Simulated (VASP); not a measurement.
Set up this calculation in VASP 6.6.1, as the native input.

```
Task                   : single point
Functional             : PBE
Potentials or basis    : VASP PAW PBE potentials, release 64 (Al, Si, O)
Cutoff                 : 520 eV
k mesh                 : 6 × 6 × 4
Occupations            : gaussian, width 0.1 eV
Spin                   : no spin polarisation
Dipole correction      : no
Further INCAR settings : ALGO = Normal; EDIFF = 1e-06; NBANDS = 18
```

The structure of AlSiO2 lies in POSCAR:

```
AlSiO2
1.0
    2.6805143851     -0.0000000030      0.0000000000
   -1.3402571900      2.3213935541      0.0000000000
    0.0000000000      0.0000000000     10.7999947661
Al Si O
1 1 2
Direct
    0.0000000000      0.0000000000      0.5000000000
    0.0000000000      0.0000000000      0.0000000000
    0.6666666667      0.3333333333      0.0851751224
    0.3333333333      0.6666666667      0.9148248776
```

These files were run (other wordings do the same):

INCAR

```
SYSTEM = AlSiO2
PREC = Accurate ; ENCUT = 520
EDIFF = 1E-6 ; ISMEAR = 0
SIGMA = 0.1 ; LREAL = .False.
LASPH = .True. ; NELM = 60
ALGO = Normal ; ISIF = 2
LWAVE = .False. ; LCHARG = .True.
GGA = PE ; LELF = .True.
LVHAR = .True. ; NBANDS = 18
```

KPOINTS

```
Automatic mesh
0
Gamma
  6 6 4
  0 0 0
```

Potentials or basis: VASP PAW PBE potentials, release 64 (Al, Si, O).

Run with:

```console
$ cat potpaw_PBE.64/Al/POTCAR potpaw_PBE.64/Si/POTCAR potpaw_PBE.64/O/POTCAR > POTCAR
$ mpirun -np 1 vasp_std > vasp.out
```

Results of the run:

| Item | Value |
| --- | --- |
| Pressure | 0.3 GPa |
| Largest force | 0.026 eV/Å |

Caveat: the k points lie up to 0.45 Å⁻¹ apart; an odd number of electrons without spin polarisation forces a metal; a magnetic or distorted state may lie lower.

Wall time 19 s on 1 thread of Intel(R) Xeon(R) Platinum 8375C CPU @ 2.90GHz (Ice Lake), with other jobs on the host, peak memory 0.18 GiB.
